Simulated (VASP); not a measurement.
# BP (F-43m) in VASP: single point with PBE

Aim: the single point of BP with PBE.

Everything below comes from runs of VASP 6.6.1. Logs are shortened: lines on timing, memory, paths and dates and some standing lists are left out, and cuts for length are marked.

## (1) The cell of the first run

The structure is cubic, space group F-43m (No. 216). The conventional cell has a = 4.538 Å, b = 4.538 Å, c = 4.538 Å, α = 90.00°, β = 90.00°, γ = 90.00°. B (site symmetry -43m) has 4 P at 1.97 Å within 2.6 Å. P (site symmetry -43m) has 4 B at 1.97 Å within 2.6 Å.

## (2) Single point, PBE

The input, INCAR:

```
SYSTEM = BP
ALGO     = Normal         ! electronic algorithm
EDIFF    = 1E-6           ! SCF threshold, eV
ENCUT    = 520            ! plane-wave cutoff, eV
GGA      = PE             ! functional
ISIF     = 2              ! what is computed and relaxed
ISMEAR   = 0              ! smearing method
ISYM     = 0            
LASPH    = .TRUE.         ! aspherical terms in the spheres
LCHARG   = .FALSE.        ! write CHGCAR
LREAL    = Auto         
LWAVE    = .FALSE.        ! write WAVECAR
NBANDS   = 46             ! bands
NELM     = 100            ! most SCF steps
PREC     = Accurate       ! precision mode
SIGMA    = 0.1            ! smearing width, eV
```

The input, KPOINTS:

```
Automatic mesh
0
Gamma
  2 2 2
  0.5 0.5 0.5
```

The input, POSCAR:

```
BP
1.0
   -4.5380000000      4.5380000000      0.0000000000
   -4.5380000000      0.0000000000      4.5380000000
    0.0000000000      4.5380000000      4.5380000000
B P
8 8
Direct
    0.0000000000      0.0000000000      0.0000000000
    0.5000000000      0.0000000000      0.0000000000
    0.0000000000      0.5000000000      0.0000000000
    0.0000000000      0.0000000000      0.5000000000
    0.5000000000      0.5000000000      0.0000000000
    0.5000000000      0.0000000000      0.5000000000
    0.0000000000      0.5000000000      0.5000000000
    0.5000000000      0.5000000000      0.5000000000
    0.6250000000      0.6250000000      0.1250000000
    0.1250000000      0.6250000000      0.1250000000
    0.6250000000      0.1250000000      0.1250000000
    0.6250000000      0.6250000000      0.6250000000
    0.1250000000      0.1250000000      0.1250000000
    0.1250000000      0.6250000000      0.6250000000
    0.6250000000      0.1250000000      0.6250000000
    0.1250000000      0.1250000000      0.6250000000
```

Potentials or basis: VASP PAW PBE potentials, release 64 (B, P).

On the command line:

```
> cat potpaw_PBE.64/B/POTCAR potpaw_PBE.64/P/POTCAR > POTCAR
> mpirun -np 1 vasp_std > vasp.out
```

OUTCAR:

```text
SYSTEM = BP
   EDIFF = 1E-6
   ENCUT = 520
   GGA = PE
   ISIF = 2
   ISMEAR = 0
   ISYM = 0
   LASPH = .TRUE.
   LREAL = Auto
   NELM = 100
   PREC = Accurate

 ion  position               nearest neighbor table
   1  0.000  0.000  0.000-  10 1.97  11 1.97  13 1.97  16 1.97
   2  0.500  0.000  0.000-   9 1.97  11 1.97  13 1.97  15 1.97
   3  0.000  0.500  0.000-   9 1.97  10 1.97  13 1.97  14 1.97
   4  0.000  0.000  0.500-  13 1.97  14 1.97  15 1.97  16 1.97
   5  0.500  0.500  0.000-   9 1.97  10 1.97  11 1.97  12 1.97
   6  0.500  0.000  0.500-  11 1.97  12 1.97  15 1.97  16 1.97
[... 8 lines left out ...]
  15  0.625  0.125  0.625-   2 1.97   4 1.97   6 1.97   8 1.97
  16  0.125  0.125  0.625-   1 1.97   4 1.97   6 1.97   7 1.97

IMPORTANT INFORMATION: All symmetrisations will be switched off!
NOSYMM: (Re-)initialisation of all symmetry stuff for point group C_1.

----------------------------------------------------------------------------------------

                                     Primitive cell

  volume of cell :     186.9061

  direct lattice vectors                    reciprocal lattice vectors
    -4.538000000  4.538000000  0.000000000    -0.110180696  0.110180696 -0.110180696
    -4.538000000  0.000000000  4.538000000    -0.110180696 -0.110180696  0.110180696
     0.000000000  4.538000000  4.538000000     0.110180696  0.110180696  0.110180696

  length of vectors
     6.417701146  6.417701146  6.417701146     0.190838564  0.190838564  0.190838564

  position of ions in fractional coordinates (direct lattice)
     0.000000000  0.000000000  0.000000000
     0.500000000  0.000000000  0.000000000
     0.000000000  0.500000000  0.000000000
     0.000000000  0.000000000  0.500000000
     0.500000000  0.500000000  0.000000000
     0.500000000  0.000000000  0.500000000
[... 8 lines left out ...]
     0.625000000  0.125000000  0.625000000
     0.125000000  0.125000000  0.625000000

  ion indices of the primitive-cell ions
   primitive index   ion index
                 1           1
                 2           2
                 3           3
                 4           4
                 5           5
                 6           6
[... 8 lines left out ...]
                15          15
                16          16

----------------------------------------------------------------------------------------

 KPOINTS: Automatic mesh

Automatic generation of k-mesh.
 Grid dimensions read from file:
 generate k-points for:    2    2    2

 Generating k-lattice:

  Cartesian coordinates                     Fractional coordinates (reciprocal lattice)
    -0.055090348  0.055090348 -0.055090348     0.500000000  0.000000000  0.000000000
    -0.055090348 -0.055090348  0.055090348     0.000000000  0.500000000  0.000000000
     0.055090348  0.055090348  0.055090348     0.000000000  0.000000000  0.500000000

  Length of vectors
     0.095419282  0.095419282  0.095419282

  Shift w.r.t. Gamma in fractional coordinates (k-lattice)
     0.500000000  0.500000000  0.500000000

 Subroutine IBZKPT returns following result:
 ===========================================

 Found     16 irreducible k-points:

 Following reciprocal coordinates:
            Coordinates               Weight
  0.250000  0.250000  0.250000      2.000000
  0.250000  0.000000  0.000000      2.000000
  0.000000  0.000000 -0.250000      2.000000
  0.000000  0.250000  0.000000      2.000000
 -0.250000  0.250000  0.250000      2.000000
  0.250000 -0.250000  0.250000      2.000000
[... 8 lines left out ...]
  0.000000  0.250000  0.500000      2.000000
  0.500000  0.250000  0.000000      2.000000
   k-points           NKPTS =     16   k-points in BZ     NKDIM =     16   number of bands    NBANDS=     46
   number of dos      NEDOS =    301   number of ions     NIONS =     16
   total plane-waves  NPLWV = 110592
   dimension x,y,z NGX =    48 NGY =   48 NGZ =   48
   dimension x,y,z NGXF=    96 NGYF=   96 NGZF=   96
   ions per type =               8   8
   NGX,Y,Z   is equivalent  to a cutoff of  12.43, 12.43, 12.43 a.u.
   NGXF,Y,Z  is equivalent  to a cutoff of  24.87, 24.87, 24.87 a.u.
 SYSTEM =  BP
   PREC   = accura    normal or accurate (medium, high low for compatibility)
   ISTART =      0    job   : 0-new  1-cont  2-samecut
   ICHARG =      2    charge: 1-file 2-atom 10-const
   ISPIN  =      1    spin polarized calculation?
   LNONCOLLINEAR =      F non collinear calculations
   LSORBIT =      F    spin-orbit coupling
   LASPH  =      T    aspherical Exc in radial PAW
   ENCUT  =  520.0 eV  38.22 Ry    6.18 a.u.  11.93 11.93 11.93*2*pi/ulx,y,z
   NELM   =    100;   NELMIN=  2; NELMDL= -5     # of ELM steps
   EDIFF  = 0.1E-05   stopping-criterion for ELM
   LREAL  =      T    real-space projection
   EDIFFG = 0.1E-04   stopping-criterion for IOM
   NSW    =      0    number of steps for IOM
   IBRION =     -1    ionic relax: 0-MD 1-quasi-New 2-CG
   NFREE  =      0    steps in history (QN), initial steepest desc. (CG)
   ISIF   =      2    stress and relaxation
   ISYM   =      0    0-nonsym 1-usesym 2-fastsym
   POTIM  = 0.5000    time-step for ionic-motion
   TEBEG  =    0.0;   TEEND  =   0.0 temperature during run
   PSTRESS=    0.0 pullay stress
   NELECT =      64.0000    total number of electrons
   NUPDOWN=      -1.0000    fix difference up-down
   EMIN   =  10.00;   EMAX   =-10.00  energy-range for DOS
   EFERMI =   0.00;   METHOD = LEGACY
   ISMEAR =     0;   SIGMA  =   0.10  broadening in eV -4-tet -1-fermi 0-gaus
   EFERMI_NEDOS =   21; number of points for ismear=-14 and -15
   IALGO  =     38    algorithm
   IMIX   =      4    mixing-type and parameters
     AMIX     =   0.40;   BMIX     =  1.00
     AMIX_MAG =   1.60;   BMIX_MAG =  1.00
  volume/ion in A,a.u.               =      11.68        78.83
  Fermi-wavevector in a.u.,A,eV,Ry     =   1.145320  2.164342 17.847562  1.311759
  Thomas-Fermi vector in A             =   2.282009
   LORBIT       =      0    0 simple, 1 ext, 2 COOP (PROOUT), +10 PAW based schemes
   GGA     = PE    functional components
   LHFCALC =     F    Hartree Fock is set to
   AEXX    =    0.0000 exact exchange contribution
   IVDW    =     0    specifies the selected vdW correction
   LEPSILON=     F    determine dielectric tensor
   LRPA    =     F    only Hartree local field effects (RPA)
 non-spin polarized calculation
 Gauss-broadening in eV      SIGMA  =   0.10
  energy-cutoff  :      520.00
  volume of cell :      186.91
 maximum number of plane-waves:      5040
   NGX = 23   NGY = 23   NGZ = 23

 number of electron      64.0000001 magnetization

 Free energy of the ion-electron system (eV)
  ---------------------------------------------------
  ext. energy  EPLUGINS =         0.00000000
  ---------------------------------------------------
  free energy    TOTEN  =      -103.44656479 eV

  energy without entropy =     -103.44656479  energy(sigma->0) =     -103.44656479

 E-fermi :   7.5016     XC(G=0): -10.9070

 val. band max:        7.0047968114   @ k =   0.0000   0.0000  -0.2500
 cond. band min:       9.1283810747   @ k =   0.0000   0.0000  -0.2500
 fundamental gap:      2.1235842632
 Fermi energy:         7.5015765113

 k-point     1 :       0.2500    0.2500    0.2500
  band No.  band energies     occupation
      1      -7.7466      2.00000
      2      -5.6606      2.00000
      3      -4.6249      2.00000
      4      -4.6249      2.00000
      5      -4.6249      2.00000
      6      -3.6855      2.00000
[... 36 lines left out ...]
     43      11.3682      0.00000
     44      11.4257      0.00000

 k-point     2 :       0.2500    0.0000    0.0000
  band No.  band energies     occupation
      1      -7.7466      2.00000
      2      -5.6606      2.00000
      3      -4.6249      2.00000
      4      -4.6249      2.00000
      5      -4.6249      2.00000
      6      -3.6855      2.00000
[... 36 lines left out ...]
     43      11.3682      0.00000
     44      11.4257      0.00000

 k-point     3 :       0.0000    0.0000   -0.2500
  band No.  band energies     occupation
      1      -7.7466      2.00000
      2      -5.6606      2.00000
      3      -4.6249      2.00000
      4      -4.6249      2.00000
      5      -4.6249      2.00000
      6      -3.6855      2.00000
[... 36 lines left out ...]
     43      11.3682      0.00000
     44      11.4257      0.00000

 k-point     4 :       0.0000    0.2500    0.0000
  band No.  band energies     occupation
      1      -7.7466      2.00000
      2      -5.6606      2.00000
      3      -4.6249      2.00000
      4      -4.6249      2.00000
      5      -4.6249      2.00000
      6      -3.6855      2.00000
[... 506 lines left out ...]
     43      12.9058      0.00000
     44      12.9058      0.00000

 k-point    15 :       0.0000    0.2500    0.5000
  band No.  band energies     occupation
      1      -7.0072      2.00000
      2      -6.2989      2.00000
      3      -5.5773      2.00000
      4      -4.9684      2.00000
      5      -4.9684      2.00000
      6      -4.0009      2.00000
[... 36 lines left out ...]
     43      12.9058      0.00000
     44      12.9058      0.00000

 k-point    16 :       0.5000    0.2500    0.0000
  band No.  band energies     occupation
      1      -7.0072      2.00000
      2      -6.2989      2.00000
      3      -5.5773      2.00000
      4      -4.9684      2.00000
      5      -4.9684      2.00000
      6      -4.0009      2.00000
[... 36 lines left out ...]
     43      12.9058      0.00000
     44      12.9058      0.00000
 [bands above 44 left out]

------------------------ aborting loop because EDIFF is reached ----------------------------------------

  FORCE on cell =-STRESS in cart. coord.  units (eV):
  Direction    XX          YY          ZZ          XY          YZ          ZX
  --------------------------------------------------------------------------------------
  -------------------------------------------------------------------------------------
  Total        1.0599627      1.0599606      1.0599625     -0.0000044      0.0000010      0.0000039
  in kB        9.0861037      9.0860861      9.0861018     -0.0000380      0.0000089      0.0000334
  external PRESSURE =       9.0860972 kB  Pullay stress =       0.0000000 kB

 VOLUME and BASIS-vectors are now :
 -----------------------------------------------------------------------------
  energy-cutoff  :      520.00
  volume of cell :      186.91
      direct lattice vectors                 reciprocal lattice vectors
    -4.538000000  4.538000000  0.000000000    -0.110180696  0.110180696 -0.110180696
    -4.538000000  0.000000000  4.538000000    -0.110180696 -0.110180696  0.110180696
     0.000000000  4.538000000  4.538000000     0.110180696  0.110180696  0.110180696

 POSITION                                       TOTAL-FORCE (eV/Angst)
 -----------------------------------------------------------------------------------
      0.00000      0.00000      0.00000         0.000002      0.000000     -0.000002
     -2.26900      2.26900      0.00000         0.000001     -0.000000     -0.000001
     -2.26900      0.00000      2.26900         0.000000      0.000001      0.000000
      0.00000      2.26900      2.26900         0.000001     -0.000001      0.000000
     -4.53800      2.26900      2.26900         0.000003     -0.000000     -0.000001
     -2.26900      4.53800      2.26900        -0.000001     -0.000001     -0.000000
[... 8 lines left out ...]
     -3.40350      5.67250      3.40350        -0.000001     -0.000002      0.000001
     -1.13450      3.40350      3.40350        -0.000002      0.000001      0.000002
 -----------------------------------------------------------------------------------
    total drift:                               -0.000014      0.000005      0.000017

  FREE ENERGIE OF THE ION-ELECTRON SYSTEM (eV)
  ---------------------------------------------------
  free  energy   TOTEN  =      -103.4465647870 eV

  energy  without entropy=     -103.4465647870  energy(sigma->0) =     -103.44656479
```

Wall time 6 min (1 thread of Intel Xeon 8259CL, shared host); peak memory 0.34 GiB.

What came out:

```
Free energy            : -103.4466 eV
Pressure               : 0.9 GPa
Band gap on the k mesh : 2.12 eV
```

Caveat: the k points lie up to 0.60 Å⁻¹ apart; a shifted mesh leaves out Γ, where band edges can lie. A k mesh can miss the band edges.
